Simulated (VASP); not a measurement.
# PbO (P4/nmm) in VASP: a series of runs

The runs below take PbO through single point, with PBE.

Program: VASP 6.6.1. These are calculated values, not measurements. Logs are shortened: lines on timing, memory, paths and dates and some standing lists are left out, and cuts for length are marked.

### Step 1. The cell of the first run

It takes space group P4/nmm (No. 129, tetragonal). The conventional cell has a = 4.173 Å, b = 4.173 Å, c = 4.896 Å, α = 90.00°, β = 90.00°, γ = 90.00°. Pb (site symmetry 4mm) has 4 O at 2.38 Å within 3.1 Å. Within 3.1 Å of O (site symmetry -4m2) lie 4 Pb at 2.38 Å and 4 O at 2.95 Å.

### Step 2. Single point, PBE (strain +0.050 along x and y, -0.025 along z)

File INCAR:

```
SYSTEM = PbO
  ALGO = Normal
  EDIFF = 1E-6
  ENCUT = 520
  GGA = PE
  ISIF = 2
  ISMEAR = 0
  LASPH = .True.
  LCHARG = .False.
  LREAL = .False.
  LWAVE = .False.
  NBANDS = 28
  NELM = 100
  PREC = Accurate
  SIGMA = 0.05
```

File KPOINTS:

```
k-points
0
Gamma
  8 8 6
  0 0 0
```

File POSCAR:

```
PbO
1.0
    4.1731200000      0.0000000000      0.0000000000
    0.0000000000      4.1731200000      0.0000000000
    0.0000000000      0.0000000000      4.8964500000
Pb O
2 2
Direct
    0.0000000000      0.5000000000      0.2351000000
    0.5000000000      0.0000000000      0.7649000000
    0.0000000000      0.0000000000      0.0000000000
    0.5000000000      0.5000000000      0.0000000000
```

Potentials or basis: VASP PAW PBE potentials, release 64 (Pb_d, O).

Launch:

```
$ cat potpaw_PBE.64/Pb_d/POTCAR potpaw_PBE.64/O/POTCAR > POTCAR
$ mpirun -np 1 vasp_std > vasp.out
```

OUTCAR:

```text
SYSTEM = PbO
   EDIFF = 1E-6
   ENCUT = 520
   GGA = PE
   ISIF = 2
   ISMEAR = 0
   LASPH = .True.
   LREAL = .False.
   NELM = 100
   PREC = Accurate

 ion  position               nearest neighbor table
   1  0.000  0.500  0.235-   3 2.38   4 2.38   3 2.38   4 2.38   2 3.74   2 3.74   2 3.74   2 3.74
                             2 3.93   2 3.93   2 3.93   2 3.93
   2  0.500  0.000  0.765-   3 2.38   4 2.38   4 2.38   3 2.38   1 3.74   1 3.74   1 3.74   1 3.74
                             1 3.93   1 3.93   1 3.93   1 3.93
   3  0.000  0.000  0.000-   1 2.38   2 2.38   1 2.38   2 2.38
   4  0.500  0.500  0.000-   1 2.38   2 2.38   2 2.38   1 2.38

  LATTYP: Found a simple tetragonal cell.
 ALAT       =     4.1731200000
 C/A-ratio  =     1.1733307453

  Lattice vectors:

 A1 = (   4.1731200000,   0.0000000000,   0.0000000000)
 A2 = (   0.0000000000,   4.1731200000,   0.0000000000)
 A3 = (   0.0000000000,   0.0000000000,   4.8964500000)

Analysis of symmetry for initial positions (statically):
=====================================================================
 Subroutine PRICEL returns:
 Original cell was already a primitive cell.

 Routine SETGRP: Setting up the symmetry group for a
 simple tetragonal supercell.

 Subroutine GETGRP returns: Found 16 space group operations
 (whereof  8 operations were pure point group operations)
 out of a pool of 16 trial point group operations.

The static configuration has the point symmetry D_2d.
 The point group associated with its full space group is D_4h.

Analysis of symmetry for dynamics (positions and initial velocities):
=====================================================================
 Subroutine PRICEL returns:
 Original cell was already a primitive cell.

 Routine SETGRP: Setting up the symmetry group for a
 simple tetragonal supercell.

 Subroutine GETGRP returns: Found 16 space group operations
 (whereof  8 operations were pure point group operations)
 out of a pool of 16 trial point group operations.

The dynamic configuration has the point symmetry D_2d.
 The point group associated with its full space group is D_4h.

 Subroutine INISYM returns: Found 16 space group operations
 (whereof  8 operations are pure point group operations),
 and found     1 'primitive' translations

----------------------------------------------------------------------------------------

                                     Primitive cell

[... 88 lines left out ...]
   ISPIN  =      1    spin polarized calculation?
   LNONCOLLINEAR =      F non collinear calculations
   LSORBIT =      F    spin-orbit coupling
   LASPH  =      T    aspherical Exc in radial PAW
   ENCUT  =  520.0 eV  38.22 Ry    6.18 a.u.   7.76  7.76  9.10*2*pi/ulx,y,z
   NELM   =    100;   NELMIN=  2; NELMDL= -5     # of ELM steps
   EDIFF  = 0.1E-05   stopping-criterion for ELM
   LREAL  =      F    real-space projection
   EDIFFG = 0.1E-04   stopping-criterion for IOM
   NSW    =      0    number of steps for IOM
   IBRION =     -1    ionic relax: 0-MD 1-quasi-New 2-CG
   NFREE  =      0    steps in history (QN), initial steepest desc. (CG)
   ISIF   =      2    stress and relaxation
   ISYM   =      2    0-nonsym 1-usesym 2-fastsym
   POTIM  = 0.5000    time-step for ionic-motion
   TEBEG  =    0.0;   TEEND  =   0.0 temperature during run
   PSTRESS=    0.0 pullay stress
   NELECT =      40.0000    total number of electrons
   NUPDOWN=      -1.0000    fix difference up-down
   EMIN   =  10.00;   EMAX   =-10.00  energy-range for DOS
   EFERMI =   0.00;   METHOD = LEGACY
   ISMEAR =     0;   SIGMA  =   0.05  broadening in eV -4-tet -1-fermi 0-gaus
   EFERMI_NEDOS =   21; number of points for ismear=-14 and -15
   IALGO  =     38    algorithm
   IMIX   =      4    mixing-type and parameters
     AMIX     =   0.40;   BMIX     =  1.00
     AMIX_MAG =   1.60;   BMIX_MAG =  1.00
  volume/ion in A,a.u.               =      21.32       143.86
  Fermi-wavevector in a.u.,A,eV,Ry     =   1.272020  2.403769 22.014687  1.618034
  Thomas-Fermi vector in A             =   2.404921
   LORBIT       =      0    0 simple, 1 ext, 2 COOP (PROOUT), +10 PAW based schemes
   GGA     = PE    functional components
   LHFCALC =     F    Hartree Fock is set to
   AEXX    =    0.0000 exact exchange contribution
   IVDW    =     0    specifies the selected vdW correction
   LEPSILON=     F    determine dielectric tensor
   LRPA    =     F    only Hartree local field effects (RPA)
 non-spin polarized calculation
 Gauss-broadening in eV      SIGMA  =   0.05
  energy-cutoff  :      520.00
  volume of cell :       85.27
 maximum number of plane-waves:      2318
 NGX is ok and might be reduce to    32
   NGX = 15   NGY = 15   NGZ = 19

 number of electron      39.9999993 magnetization

 Free energy of the ion-electron system (eV)
  ---------------------------------------------------
  ext. energy  EPLUGINS =         0.00000000
  ---------------------------------------------------
  free energy    TOTEN  =       -21.44675750 eV

  energy without entropy =      -21.44675750  energy(sigma->0) =      -21.44675750

 E-fermi :   4.4495     XC(G=0):  -9.4953

 val. band max:        4.1595992402   @ k =   0.1250   0.1250   0.0000
 cond. band min:       5.6511960203   @ k =   0.5000   0.5000   0.0000
 fundamental gap:      1.4915967801
 Fermi energy:         4.4495453608

 k-point     1 :       0.0000    0.0000    0.0000
  band No.  band energies     occupation
      1     -13.3334      2.00000
      2     -13.0957      2.00000
      3     -11.5992      2.00000
      4     -11.5992      2.00000
      5     -11.5678      2.00000
      6     -11.4810      2.00000
[... 733 lines left out ...]
     27      13.5634      0.00000
     28      13.5634      0.00000

 [... further k-points ...]
[... 5 lines left out ...]
  --------------------------------------------------------------------------------------
  -------------------------------------------------------------------------------------
  Total       -1.3003377     -1.3003377      0.1360206      0.0000000     -0.0000000      0.0000000
  in kB      -24.4322620    -24.4322620      2.5557137      0.0000000     -0.0000000      0.0000000
  external PRESSURE =     -15.4362701 kB  Pullay stress =       0.0000000 kB

 VOLUME and BASIS-vectors are now :
 -----------------------------------------------------------------------------
  energy-cutoff  :      520.00
  volume of cell :       85.27
      direct lattice vectors                 reciprocal lattice vectors
     4.173120000  0.000000000  0.000000000     0.239628863  0.000000000  0.000000000
     0.000000000  4.173120000  0.000000000     0.000000000  0.239628863  0.000000000
     0.000000000  0.000000000  4.896450000     0.000000000  0.000000000  0.204229595

 POSITION                                       TOTAL-FORCE (eV/Angst)
 -----------------------------------------------------------------------------------
      0.00000      2.08656      1.15116        -0.000000      0.000000     -0.202465
      2.08656      0.00000      3.74529        -0.000000      0.000000      0.202465
      0.00000      0.00000      0.00000        -0.000000      0.000000      0.000000
      2.08656      2.08656      0.00000         0.000000      0.000000      0.000000
 -----------------------------------------------------------------------------------
    total drift:                                0.000000     -0.000000     -0.000000

  FREE ENERGIE OF THE ION-ELECTRON SYSTEM (eV)
  ---------------------------------------------------
  free  energy   TOTEN  =       -21.4467575028 eV

  energy  without entropy=      -21.4467575028  energy(sigma->0) =      -21.44675750
```

stdout:

```text
POSCAR found type information on POSCAR PbO
 POSCAR found :  2 types and       4 ions
 scaLAPACK will be used
 LDA part: xc-table for (Slater+PW92), standard interpolation
 POSCAR, INCAR and KPOINTS ok, starting setup
 FFT: planning ... GRIDC
 FFT: planning ... GRID_SOFT
 FFT: planning ... GRID
 WAVECAR not read
 entering main loop
```

Wall time 64 s (1 thread of AMD EPYC 9R45 (Zen 5), shared host); peak memory 0.23 GiB.

What came out:

| Quantity | Value |
| --- | --- |
| Free energy | -21.4468 eV |
| Pressure | -1.5 GPa |
| Largest force | 0.202 eV/Å |
| Band gap on the k mesh | 1.49 eV, indirect (least direct gap 1.96 eV) |

Forces on the atoms (eV/Å):
```
Pb   0.000  0.000 -0.202
Pb   0.000  0.000  0.202
O    0.000  0.000  0.000
O    0.000  0.000  0.000
```

Caveat: the cell differs from its parent crystal (strain +0.050 along x and y, -0.025 along z); spin-orbit coupling is left out, which moves the levels of the heavy elements.

### Step 3. Single point, PBE (strain +0.025 along x and y, +0.025 along z)

File INCAR:

```
SYSTEM = PbO
  PREC = Accurate
  ENCUT = 520
  EDIFF = 1E-6
  ISMEAR = 0
  SIGMA = 0.05
  LREAL = .FALSE.
  LASPH = .TRUE.
  NELM = 60
  ALGO = Normal
  ISIF = 2
  LWAVE = .FALSE.
  LCHARG = .FALSE.
  GGA = PE
  NBANDS = 28
```

File KPOINTS:

```
regular mesh
0
G
  8 8 6
  0 0 0
```

File POSCAR:

```
PbO
1.0
    4.0737600000      0.0000000000      0.0000000000
    0.0000000000      4.0737600000      0.0000000000
    0.0000000000      0.0000000000      5.1475500000
Pb O
2 2
Direct
    0.0000000000      0.5000000000      0.2351000000
    0.5000000000      0.0000000000      0.7649000000
    0.0000000000      0.0000000000      0.0000000000
    0.5000000000      0.5000000000      0.0000000000
```

Potentials or basis: VASP PAW PBE potentials, release 64 (Pb_d, O).

Launch:

```
$ cat potpaw_PBE.64/Pb_d/POTCAR potpaw_PBE.64/O/POTCAR > POTCAR
$ mpirun -np 1 vasp_std > vasp.out
```

Run time: 59 s. Hardware: 1 thread of AMD EPYC 9R45 (Zen 5), shared host; peak memory 0.23 GiB.

Results (log left out):

| Quantity | Value |
| --- | --- |
| Free energy | -21.4835 eV |
| Pressure | -1.0 GPa |
| Largest force | 0.458 eV/Å |
| Band gap on the k mesh | 1.35 eV, indirect (least direct gap 2.10 eV) |

Forces in eV/Å, atoms in the order of the input:
```
Pb   0.000  0.000 -0.458
Pb   0.000  0.000  0.458
O    0.000  0.000  0.000
O    0.000  0.000  0.000
```

Levels at points of the mesh, in eV from the valence-band top:
```tsv
k point	band 18	band 19	band 20	band 21	band 22	band 23
(0.00, 0.00, 0.00)	-1.34	-1.34	-0.01	2.23	5.35	5.52
(0.50, 0.00, 0.00)	-2.60	-1.39	-1.39	3.29	3.29	6.29
(0.50, 0.50, 0.00)	-1.53	-0.75	-0.75	1.35	1.35	5.23
(0.00, 0.00, 0.50)	-1.36	-1.36	-0.70	1.95	4.04	4.04
(0.50, 0.00, 0.50)	-2.57	-0.82	-0.82	3.02	3.02	6.14
(0.50, 0.50, 0.50)	-2.04	-0.75	-0.75	3.51	3.51	4.54
```

Caveat: the cell differs from its parent crystal (strain +0.025 along x and y, +0.025 along z); spin-orbit coupling is left out, which moves the levels of the heavy elements. A k mesh can miss the band edges.

### Step 4. Single point, PBE (strain +0.050 along x and y, +0.000 along z)

File INCAR:

```
  ALGO = Normal
  EDIFF = 1E-6
  ENCUT = 520
  GGA = PE
  ISIF = 2
  ISMEAR = 0
  LASPH = T
  LCHARG = F
  LREAL = F
  LWAVE = F
  NBANDS = 28
  NELM = 100
  PREC = Accurate
  SIGMA = 0.05
```

File KPOINTS:

```
k-points
0
Gamma
  8 8 6
```

File POSCAR:

```
PbO
1.0
    4.1731200000      0.0000000000      0.0000000000
    0.0000000000      4.1731200000      0.0000000000
    0.0000000000      0.0000000000      5.0220000000
Pb O
2 2
Direct
    0.0000000000      0.5000000000      0.2351000000
    0.5000000000      0.0000000000      0.7649000000
    0.0000000000      0.0000000000      0.0000000000
    0.5000000000      0.5000000000      0.0000000000
```

Potentials or basis: VASP PAW PBE potentials, release 64 (Pb_d, O).

Launch:

```
$ cat potpaw_PBE.64/Pb_d/POTCAR potpaw_PBE.64/O/POTCAR > POTCAR
$ mpirun -np 1 vasp_std > vasp.out
```

OUTCAR:

```text
EDIFF = 1E-6
   ENCUT = 520
   GGA = PE
   ISIF = 2
   ISMEAR = 0
   LASPH = T
   LREAL = F
   NELM = 100
   PREC = Accurate

 ion  position               nearest neighbor table
   1  0.000  0.500  0.235-   3 2.40   4 2.40   3 2.40   4 2.40   2 3.78   2 3.78   2 3.78   2 3.78
                             2 3.97   2 3.97   2 3.97   2 3.97
   2  0.500  0.000  0.765-   3 2.40   4 2.40   4 2.40   3 2.40   1 3.78   1 3.78   1 3.78   1 3.78
                             1 3.97   1 3.97   1 3.97   1 3.97
[... 944 lines left out ...]

 [... further k-points ...]
[... 5 lines left out ...]
  --------------------------------------------------------------------------------------
  -------------------------------------------------------------------------------------
  Total       -1.9807978     -1.9807978     -0.8075148      0.0000000     -0.0000000      0.0000000
  in kB      -36.2871018    -36.2871018    -14.7932174      0.0000000     -0.0000000      0.0000000
  external PRESSURE =     -29.1224737 kB  Pullay stress =       0.0000000 kB

 VOLUME and BASIS-vectors are now :
 -----------------------------------------------------------------------------
  energy-cutoff  :      520.00
  volume of cell :       87.46
      direct lattice vectors                 reciprocal lattice vectors
     4.173120000  0.000000000  0.000000000     0.239628863  0.000000000  0.000000000
     0.000000000  4.173120000  0.000000000     0.000000000  0.239628863  0.000000000
     0.000000000  0.000000000  5.022000000     0.000000000  0.000000000  0.199123855

 POSITION                                       TOTAL-FORCE (eV/Angst)
 -----------------------------------------------------------------------------------
      0.00000      2.08656      1.18067         0.000000     -0.000000     -0.540587
      2.08656      0.00000      3.84133        -0.000000      0.000000      0.540587
      0.00000      0.00000      0.00000         0.000000     -0.000000     -0.000000
      2.08656      2.08656      0.00000         0.000000      0.000000     -0.000000
 -----------------------------------------------------------------------------------
    total drift:                                0.000000     -0.000000     -0.000000

  FREE ENERGIE OF THE ION-ELECTRON SYSTEM (eV)
  ---------------------------------------------------
  free  energy   TOTEN  =       -21.4403121245 eV

  energy  without entropy=      -21.4403121245  energy(sigma->0) =      -21.44031212
```

Wall time 65 s (1 thread of AMD EPYC 9R45 (Zen 5), shared host); peak memory 0.24 GiB.

What came out:

```
Free energy            : -21.4403 eV
Pressure               : -2.9 GPa
Largest force          : 0.541 eV/Å
Band gap on the k mesh : 1.47 eV, indirect (least direct gap 2.05 eV)
```

Forces on the atoms (eV/Å):
```
Pb   0.000  0.000 -0.541
Pb   0.000  0.000  0.541
O    0.000  0.000  0.000
O    0.000  0.000  0.000
```

Stress tensor (GPa, compression positive):
```
-3.63  0.00  0.00
 0.00 -3.63  0.00
 0.00  0.00 -1.48
```

Caveat: the cell differs from its parent crystal (strain +0.050 along x and y, +0.000 along z); spin-orbit coupling is left out, which moves the levels of the heavy elements. A k mesh can miss the band edges.

(Continued in part 2 of 2.)
